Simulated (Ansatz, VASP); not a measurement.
Two plane-wave programs on C

```
CELL_PARAMETERS angstrom
2.12732 -1.22828 0.00000
2.12732 1.22828 0.00000
-1.37907 0.00000 3.50283
ATOMIC_POSITIONS crystal
C 0.16664 0.16664 0.99991
C 0.83336 0.83336 0.00009
```

Alike in both runs: task relaxation of cell and atoms; functional BLYP; dispersion D3(BJ); k mesh 13 × 13 × 8; occupations fermi-dirac, width 0.05 eV; no spin polarisation.

```csv
,VASP,Ansatz
version,VASP 6.6.1,Ansatz 0.2.0
potentials or method,"VASP PAW PBE potentials, release 64 (C)",Ansatz PAW
plane-wave cutoff (eV),600,420
valence electrons in the cell,8,8
```

```csv
,VASP,Ansatz,Ansatz less VASP
"gap on the k mesh at the Fermi level, each at its own relaxed structure (eV)",0.59,0.61,+0.019
relaxed volume (Å³/atom),8.60,8.67,+0.064
relaxed cell length with the largest relative difference (Å),3.542,3.576,+0.0338
```

VASP's potentials were made for PBE, not for BLYP.

Noted on Ansatz's run: odd divisions of the mesh miss points on the zone boundary, where band edges often lie, so the gap on the mesh can be too wide; the plane-wave basis is chosen anew once the cell has moved, so the energies of steps on either side of that aren't comparable.
